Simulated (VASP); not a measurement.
# In (Im-3m) in VASP: further runs

In is run at these levels: PBE+D4, RPBE+D4, PBE+D3(BJ); tasks: single point, relaxation of cell and atoms.

Everything below comes from runs of VASP 6.6.1. Logs are shortened: lines on timing, memory, paths and dates and some standing lists are left out, and cuts for length are marked.

**1. The cell of the first run**

It takes space group Im-3m (No. 229, cubic). Conventional cell: a = 3.748 Å, b = 3.748 Å, c = 3.748 Å, α = 90.00°, β = 90.00°, γ = 90.00°. In (site symmetry m-3m) has 14 In at 3.25 to 3.75 Å within 4.3 Å.

**2. Single point, PBE+D4**

INCAR reads:

```
PREC     = Accurate       # precision mode
ENCUT    = 520            # plane-wave cutoff, eV
EDIFF    = 1E-6           # SCF threshold, eV
ISMEAR   = -1             # smearing method
SIGMA    = 0.05           # smearing width, eV
LREAL    = False          # projectors in reciprocal space
LASPH    = True           # aspherical terms in the spheres
NELM     = 100            # most SCF steps
ALGO     = Normal         # electronic algorithm
ISIF     = 2              # what is computed and relaxed
LWAVE    = False          # write WAVECAR
LCHARG   = False          # write CHGCAR
GGA      = PE             # functional
IVDW     = 13             # dispersion correction
NBANDS   = 12             # bands
```

KPOINTS reads:

```
Automatic mesh
0
Gamma
  10 10 10
```

POSCAR reads:

```
In
1.0
   -1.8741467335      1.8741467335      1.8741467335
    1.8741467335     -1.8741467335      1.8741467335
    1.8741467335      1.8741467335     -1.8741467335
In
1
Direct
    0.0000000000      0.0000000000      0.0000000000
```

Potentials or basis: VASP PAW PBE potentials, release 64 (In_d).

Started as:

```bash
cat potpaw_PBE.64/In_d/POTCAR > POTCAR
mpirun -np 1 vasp_std > vasp.out
```

OUTCAR:

```text
PREC = Accurate
   ENCUT = 520
   EDIFF = 1E-6
   ISMEAR = -1
   LREAL = False
   LASPH = True
   NELM = 100
   ISIF = 2
   GGA = PE
   IVDW = 13

 ion  position               nearest neighbor table
   1  0.000  0.000  0.000-

  LATTYP: Found a body centered cubic cell.
 ALAT       =     3.7482934670

  Lattice vectors:

 A1 = (  -1.8741467335,   1.8741467335,   1.8741467335)
 A2 = (   1.8741467335,  -1.8741467335,   1.8741467335)
 A3 = (   1.8741467335,   1.8741467335,  -1.8741467335)

Analysis of symmetry for initial positions (statically):
=====================================================================
 Subroutine PRICEL returns:
 Original cell was already a primitive cell.

 Routine SETGRP: Setting up the symmetry group for a
 body centered cubic supercell.

 Subroutine GETGRP returns: Found 48 space group operations
 (whereof 48 operations were pure point group operations)
 out of a pool of 48 trial point group operations.

The static configuration has the point symmetry O_h .

Analysis of symmetry for dynamics (positions and initial velocities):
=====================================================================
 Subroutine PRICEL returns:
 Original cell was already a primitive cell.

 Routine SETGRP: Setting up the symmetry group for a
 body centered cubic supercell.

 Subroutine GETGRP returns: Found 48 space group operations
 (whereof 48 operations were pure point group operations)
 out of a pool of 48 trial point group operations.

The dynamic configuration has the point symmetry O_h .

 Subroutine INISYM returns: Found 48 space group operations
 (whereof 48 operations are pure point group operations),
 and found     1 'primitive' translations

----------------------------------------------------------------------------------------

                                     Primitive cell

  volume of cell :      26.3312

  direct lattice vectors                    reciprocal lattice vectors
    -1.874146733  1.874146733  1.874146733     0.000000000  0.266788075  0.266788075
     1.874146733 -1.874146733  1.874146733     0.266788075  0.000000000  0.266788075
     1.874146733  1.874146733 -1.874146733     0.266788075  0.266788075  0.000000000

  length of vectors
     3.246117363  3.246117363  3.246117363     0.377295314  0.377295314  0.377295314

  position of ions in fractional coordinates (direct lattice)
     0.000000000  0.000000000  0.000000000

  ion indices of the primitive-cell ions
   primitive index   ion index
                 1           1

----------------------------------------------------------------------------------------

 KPOINTS: Automatic mesh

Automatic generation of k-mesh.
 Grid dimensions read from file:
 generate k-points for:   10   10   10

 Generating k-lattice:

  Cartesian coordinates                     Fractional coordinates (reciprocal lattice)
     0.000000000  0.026678808  0.026678808     0.100000000  0.000000000  0.000000000
     0.026678808  0.000000000  0.026678808     0.000000000  0.100000000  0.000000000
     0.026678808  0.026678808  0.000000000     0.000000000  0.000000000  0.100000000

  Length of vectors
     0.037729531  0.037729531  0.037729531

  Shift w.r.t. Gamma in fractional coordinates (k-lattice)
     0.000000000  0.000000000  0.000000000

 Subroutine IBZKPT returns following result:
 ===========================================

 Found     47 irreducible k-points:

 Following reciprocal coordinates:
            Coordinates               Weight
  0.000000  0.000000  0.000000      1.000000
  0.100000  0.000000  0.000000     12.000000
  0.200000  0.000000  0.000000     12.000000
  0.300000  0.000000  0.000000     12.000000
  0.400000  0.000000  0.000000     12.000000
  0.500000  0.000000  0.000000      6.000000
[... 16 lines left out ...]
  0.300000  0.300000  0.100000      8.000000
 -0.300000  0.300000  0.100000     24.000000
 [... further k-points ...]
   k-points           NKPTS =     47   k-points in BZ     NKDIM =     47   number of bands    NBANDS=     12
   number of dos      NEDOS =    301   number of ions     NIONS =      1
   total plane-waves  NPLWV =  13824
   dimension x,y,z NGX =    24 NGY =   24 NGZ =   24
   dimension x,y,z NGXF=    48 NGYF=   48 NGZF=   48
   ions per type =               1
   NGX,Y,Z   is equivalent  to a cutoff of  12.29, 12.29, 12.29 a.u.
   NGXF,Y,Z  is equivalent  to a cutoff of  24.58, 24.58, 24.58 a.u.
 SYSTEM =  unknown system
   PREC   = accura    normal or accurate (medium, high low for compatibility)
   ISTART =      0    job   : 0-new  1-cont  2-samecut
   ICHARG =      2    charge: 1-file 2-atom 10-const
   ISPIN  =      1    spin polarized calculation?
   LNONCOLLINEAR =      F non collinear calculations
   LSORBIT =      F    spin-orbit coupling
   LASPH  =      T    aspherical Exc in radial PAW
   ENCUT  =  520.0 eV  38.22 Ry    6.18 a.u.   6.04  6.04  6.04*2*pi/ulx,y,z
   NELM   =    100;   NELMIN=  2; NELMDL= -5     # of ELM steps
   EDIFF  = 0.1E-05   stopping-criterion for ELM
   LREAL  =      F    real-space projection
   EDIFFG = 0.1E-04   stopping-criterion for IOM
   NSW    =      0    number of steps for IOM
   IBRION =     -1    ionic relax: 0-MD 1-quasi-New 2-CG
   NFREE  =      0    steps in history (QN), initial steepest desc. (CG)
   ISIF   =      2    stress and relaxation
   ISYM   =      2    0-nonsym 1-usesym 2-fastsym
   POTIM  = 0.5000    time-step for ionic-motion
   TEBEG  =    0.0;   TEEND  =   0.0 temperature during run
   PSTRESS=    0.0 pullay stress
   NELECT =      13.0000    total number of electrons
   NUPDOWN=      -1.0000    fix difference up-down
   EMIN   =  10.00;   EMAX   =-10.00  energy-range for DOS
   EFERMI =   0.00;   METHOD = LEGACY
   ISMEAR =    -1;   SIGMA  =   0.05  broadening in eV -4-tet -1-fermi 0-gaus
   EFERMI_NEDOS =   21; number of points for ismear=-14 and -15
   IALGO  =     38    algorithm
   IMIX   =      4    mixing-type and parameters
     AMIX     =   0.40;   BMIX     =  1.00
     AMIX_MAG =   1.60;   BMIX_MAG =  1.00
  volume/ion in A,a.u.               =      26.33       177.69
  Fermi-wavevector in a.u.,A,eV,Ry     =   1.293895  2.445107 22.778387  1.674164
  Thomas-Fermi vector in A             =   2.425512
   LORBIT       =      0    0 simple, 1 ext, 2 COOP (PROOUT), +10 PAW based schemes
   GGA     = PE    functional components
   LHFCALC =     F    Hartree Fock is set to
   AEXX    =    0.0000 exact exchange contribution
   IVDW    =    13    specifies the selected vdW correction
   LEPSILON=     F    determine dielectric tensor
   LRPA    =     F    only Hartree local field effects (RPA)
 non-spin polarized calculation
  energy-cutoff  :      520.00
  volume of cell :       26.33
 maximum number of plane-waves:       726
   NGX = 13   NGY = 13   NGZ = 13

 number of electron      12.9999997 magnetization

 Free energy of the ion-electron system (eV)
  ---------------------------------------------------
  ext. energy  EPLUGINS =         0.00000000
  ---------------------------------------------------
  free energy    TOTEN  =        -2.54790867 eV

  energy without entropy =       -2.54241321  energy(sigma->0) =       -2.54516094

 E-fermi :   7.3905     XC(G=0): -10.2248

 val. band max:        7.1373696663   @ k =   0.3000   0.2000   0.0000
 cond. band min:       7.3951302754   @ k =   0.2000   0.2000   0.2000
 fundamental gap:      0.2577606090
 Fermi energy:         7.3905493797

 k-point     1 :       0.0000    0.0000    0.0000
  band No.  band energies     occupation
      1      -7.2256      2.00000
      2      -7.2256      2.00000
      3      -7.2256      2.00000
      4      -6.9523      2.00000
      5      -6.9523      2.00000
      6      -2.0439      2.00000
      7      18.4989      0.00000
      8      18.4989      0.00000
      9      18.4989      0.00000
     10      20.4397      0.00000
     11      20.4397      0.00000
     12      20.4397      0.00000

 k-point     2 :       0.1000    0.0000    0.0000
  band No.  band energies     occupation
      1      -7.2362      2.00000
      2      -7.2162      2.00000
      3      -7.1852      2.00000
      4      -6.9634      2.00000
      5      -6.9528      2.00000
      6      -1.8131      2.00000
      7      16.3827      0.00000
      8      17.5036      0.00000
      9      17.9484      0.00000
     10      19.4189      0.00000
     11      19.7253      0.00000
     12      20.3178      0.00000

 k-point     3 :       0.2000    0.0000    0.0000
  band No.  band energies     occupation
      1      -7.2638      2.00000
      2      -7.2030      2.00000
      3      -7.0775      2.00000
      4      -6.9849      2.00000
      5      -6.9536      2.00000
      6      -1.1119      2.00000
      7      12.8785      0.00000
      8      15.8973      0.00000
      9      16.7550      0.00000
     10      18.5996      0.00000
     11      18.7811      0.00000
     12      20.8877      0.00000

 k-point     4 :       0.3000    0.0000    0.0000
  band No.  band energies     occupation
      1      -7.2978      2.00000
      2      -7.2161      2.00000
      3      -6.9890      2.00000
      4      -6.9542      2.00000
      5      -6.9405      2.00000
      6       0.0718      2.00000
      7       9.5287      0.00000
      8      14.5383      0.00000
      9      15.6884      0.00000
     10      18.0206      0.00000
     11      18.0826      0.00000
     12      22.0629      0.00000

 k-point     5 :       0.4000    0.0000    0.0000
  band No.  band energies     occupation
      1      -7.3252      2.00000
      2      -7.2483      2.00000
      3      -6.9751      2.00000
      4      -6.9545      2.00000
      5      -6.8263      2.00000
      6       1.7325      2.00000
      7       6.5370      2.00000
      8      13.6542      0.00000
      9      15.0015      0.00000
     10      17.6663      0.00000
     11      17.6909      0.00000
     12      23.5889      0.00000
[... 228 lines left out ...]
      1      -7.2748      2.00000
      2      -7.1645      2.00000
      3      -6.9763      2.00000
      4      -6.9605      2.00000
      5      -6.9250      2.00000
      6       3.7341      2.00000
      7       6.2829      2.00000
      8       8.7910      0.00000
      9      11.1914      0.00000
     10      22.3722      0.00000
     11      24.1756      0.00000
     12      24.4193      0.00000

 k-point    22 :      -0.2000    0.2000    0.1000
  band No.  band energies     occupation
      1      -7.2228      2.00000
      2      -7.1814      2.00000
      3      -7.0848      2.00000
      4      -7.0189      2.00000
      5      -6.9544      2.00000
      6      -0.8789      2.00000
      7      13.0360      0.00000
      8      14.8681      0.00000
      9      15.6355      0.00000
     10      17.8078      0.00000
     11      20.0698      0.00000
     12      20.4205      0.00000

 k-point    23 :       0.3000    0.3000    0.1000
  band No.  band energies     occupation
      1      -7.2658      2.00000
      2      -7.0656      2.00000
      3      -7.0656      2.00000
      4      -6.9483      2.00000
      5      -6.9483      2.00000
      6       4.8301      2.00000
      7       6.6867      2.00000
      8       6.6867      2.00000
      9      10.9344      0.00000
     10      23.8507      0.00000
     11      23.8507      0.00000
     12      24.5099      0.00000

 k-point    24 :      -0.3000    0.3000    0.1000
  band No.  band energies     occupation
      1      -7.2544      2.00000
      2      -7.1909      2.00000
      3      -7.0234      2.00000
      4      -6.9670      2.00000
      5      -6.9465      2.00000
      6       0.3042      2.00000
      7       9.7318      0.00000
      8      13.5955      0.00000
      9      14.7372      0.00000
     10      18.3971      0.00000
     11      19.3279      0.00000
     12      20.1784      0.00000

 [... further k-points ...]

------------------------ aborting loop because EDIFF is reached ----------------------------------------

  DFT-D4 for vdW energy calculation

  Edisp (eV):   -0.35487

  FORCE on cell =-STRESS in cart. coord.  units (eV):
  Direction    XX          YY          ZZ          XY          YZ          ZX
  --------------------------------------------------------------------------------------
  -------------------------------------------------------------------------------------
  Total      -0.00465    -0.00465    -0.00465     0.00000     0.00000    -0.00000
  in kB      -0.28313    -0.28313    -0.28313     0.00000     0.00000    -0.00000
  external pressure =       -0.28 kB  Pullay stress =        0.00 kB

 VOLUME and BASIS-vectors are now :
 -----------------------------------------------------------------------------
  energy-cutoff  :      520.00
  volume of cell :       26.33
      direct lattice vectors                 reciprocal lattice vectors
    -1.874146733  1.874146733  1.874146733     0.000000000  0.266788075  0.266788075
     1.874146733 -1.874146733  1.874146733     0.266788075  0.000000000  0.266788075
     1.874146733  1.874146733 -1.874146733     0.266788075  0.266788075  0.000000000

 POSITION                                       TOTAL-FORCE (eV/Angst)
 -----------------------------------------------------------------------------------
      0.00000      0.00000      0.00000        -0.000000     -0.000000     -0.000000
 -----------------------------------------------------------------------------------
    total drift:                                0.000000      0.000000      0.000000

  FREE ENERGIE OF THE ION-ELECTRON SYSTEM (eV)
  ---------------------------------------------------
  free  energy   TOTEN  =        -2.9027797368 eV

  energy  without entropy=       -2.8972842738  energy(sigma->0) =       -2.90003201
```

It took 7.3 s on 1 thread of Intel Xeon 8259CL, shared host; peak memory 0.14 GiB.

Results:

* Free energy: -2.9028 eV
* Pressure: 0.0 GPa
* Dispersion energy per atom: -0.355 eV

Caveat: spin-orbit coupling is left out, which moves the levels of the heavy elements; pairwise dispersion overbinds metals, which lowers pressure and volume.

(Part 1 of 2 ends here.)
